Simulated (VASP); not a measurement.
A run of VASP 6.6.1:

Contents of INCAR:

```
PREC = Accurate
ENCUT = 520
EDIFF = 1E-8
ISMEAR = -1
SIGMA = 0.05
LREAL = F
LASPH = T
NELM = 60
ALGO = Normal
ISIF = 2
LWAVE = F
LCHARG = F
GGA = PE
LEFG = T
NBANDS = 18
```

File KPOINTS:

```
Automatic mesh
0
Gamma
  12 12 12
```

POSCAR

```
Yb
1.0
    0.0000000000      2.7791975606      2.7791975606
    2.7791975606      0.0000000000      2.7791975606
    2.7791975606      2.7791975606      0.0000000000
Yb
1
Direct
    0.0000000000      0.0000000000      0.0000000000
```

Potentials or basis: VASP PAW PBE potentials, release 64 (Yb).

The run is started by

```bash
$ cat potpaw_PBE.64/Yb/POTCAR > POTCAR
$ mpirun -np 1 vasp_std > vasp.out
```

Hardware: 1 thread of Intel Xeon 8259CL (shared host).

**Question.** How long does it take, and how much memory?

**Answer.** Wall time 3.4 min on 1 thread of Intel Xeon 8259CL (shared host), peak memory 0.22 GiB. Counts: scf iterations 26, k points 72.
